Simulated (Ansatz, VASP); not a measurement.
CdS in VASP and in Ansatz

INCAR

```
PREC = Accurate ; ENCUT = 540
EDIFF = 1E-6 ; ISMEAR = 0
SIGMA = 0.05 ; LREAL = False
LASPH = True ; NELM = 120
ALGO = Normal ; ISIF = 2
LWAVE = False ; LCHARG = False
GGA = PS ; NBANDS = 20
GGA_COMPAT = False
```

KPOINTS

```
regular mesh
0
Gamma
  9 9 6
```

POSCAR

```
CdS
1.0
    3.9043406402      0.0000000000      0.0000000000
   -1.9521703201      3.3812581794      0.0000000000
    0.0000000000      0.0000000000      6.9135734153
Cd S
1 1
Direct
    0.0000000000      0.0000000000      0.4426919200
    0.6666666667      0.3333333333      0.4343080800
```

Input for Ansatz:

```yaml
crystal:
  lattice:
    - [3.9043406402, 0.0, 0.0]
    - [-1.9521703201, 3.3812581794, 0.0]
    - [0.0, 0.0, 6.9135734153]
  atoms:
    - { symbol: Cd, position: [0.0, 0.0, 0.44269192] }
    - { symbol: S, position: [0.6666666667, 0.3333333333, 0.43430808] }
basis:
  ecutwfc: 420
kpoints:
  mp_grid: { grid: [9, 9, 6] }
hamiltonian:
  xc: pbesol
scf:
  occupations: { method: gaussian, width: 0.05 }
output:
  forces: true
  stress: true
  eigenvalues: true
```

Alike in both runs: task single point; functional PBEsol; k mesh 9 × 9 × 6; occupations gaussian, width 0.05 eV; no spin polarisation.

```csv
,VASP,Ansatz
version,VASP 6.6.1,Ansatz 0.2.0
potentials or method,"VASP PAW PBE potentials, release 64 (Cd_sv_GW, S), cutoff 540 eV","scalar-relativistic, plane waves, PAW"
valence electrons in the cell,26,26
```

|  | VASP | Ansatz | Ansatz less VASP |
| --- | --- | --- | --- |
| gap on the k mesh at the Fermi level (eV) | 1.89 | 1.89 | +0.005 |
| least direct gap on the mesh (eV) | 1.89 | 1.90 | +0.005 |
| rms of the force components (eV/Å) | 0.056 | 0.056 | -0.0005 |

VASP's potentials were made for PBE, not for PBEsol. Atom by atom the forces differ by 0.000 eV/Å (rms over components). The functional is the same, so the differences come from potentials, cutoffs and numerics.
